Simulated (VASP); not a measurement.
Set up this calculation in VASP 6.6.1, as the native input.

| Quantity | Value |
| --- | --- |
| Task | relaxation of cell and atoms |
| Functional | PBE |
| Potentials or basis | VASP PAW PBE potentials, release 64 (Mn_pv, O) |
| Cutoff | 600 eV |
| k mesh | 4 × 4 × 6 |
| Occupations | gaussian, width 0.1 eV |
| Spin | collinear spin, ferromagnetic start |
| Starting moments | [2.61, 2.61, 0.11, 0.11, 0.11, 0.11] μB |
| Dipole correction | no |
| Further INCAR settings | ALGO = Normal; EDIFF = 1e-07; IBRION = 2; EDIFFG = -0.04; NSW = 90; ISIF = 3 |

The structure of MnO2 lies in POSCAR:

```
MnO2
1.0
    4.3960000000      0.0000000000      0.0000000000
    0.0000000000      4.3960000000      0.0000000000
    0.0000000000      0.0000000000      2.8710000000
Mn O
2 4
Direct
    0.0000000000      0.0000000000      0.0000000000
    0.5000000000      0.5000000000      0.5000000000
    0.3020000000      0.3020000000      0.0000000000
    0.1980000000      0.8020000000      0.5000000000
    0.6980000000      0.6980000000      0.0000000000
    0.8020000000      0.1980000000      0.5000000000
```

One way to write it, as run:

INCAR

```
SYSTEM = MnO2
PREC = Accurate
ENCUT = 600
EDIFF = 1E-7
ISMEAR = 0
SIGMA = 0.1
LREAL = .FALSE.
LASPH = .TRUE.
NELM = 200
ALGO = Normal
ISIF = 3
LWAVE = .FALSE.
LCHARG = .FALSE.
ISPIN = 2
MAGMOM = 2.61 2.61 0.11 0.11 0.11 0.11
LORBIT = 11
LMAXMIX = 4
GGA = PE
IBRION = 2
NSW = 90
EDIFFG = -0.04
GGA_COMPAT = .FALSE.
NELMIN = 4
```

KPOINTS

```
Automatic mesh
0
G
  4 4 6
  0 0 0
```

Potentials or basis: VASP PAW PBE potentials, release 64 (Mn_pv, O).

Command:

```sh
$ cat potpaw_PBE.64/Mn_pv/POTCAR potpaw_PBE.64/O/POTCAR > POTCAR
$ mpirun -np 1 vasp_std > vasp.out
```

It gave:

The relaxed volume is 9.52 Å³/atom. The relaxed cell is a = 4.452 Å, b = 4.452 Å, c = 2.881 Å, α = 90.00°, β = 90.00°, γ = 90.00°, the space group after relaxing (to 0.05 Å) is P4_2/mnm (No. 136) and the energy gained by relaxing is 8.7 meV/atom. The ionic steps are 5. The pressure after relaxing is 0.1 GPa, the band gap on the k mesh is zero (filled and empty bands overlap) and the net moment is 6.00 μB per cell. The site moments are Mn +2.71; O +0.09 μB and the valence electrons inside the program's atomic spheres are Mn 11.66; O 5.02.

Caveat: the k points lie up to 0.36 Å⁻¹ apart in the final cell; semilocal functionals often make such compounds metallic where correlation or magnetic order opens a gap, which also shifts bond lengths; only a ferromagnetic start was run, and an antiferromagnetic order may lie lower in energy.

It took 2.4 min on 1 thread of Intel(R) Xeon(R) 6975P-C (Granite Rapids), on a shared host, peak memory 0.24 GiB.
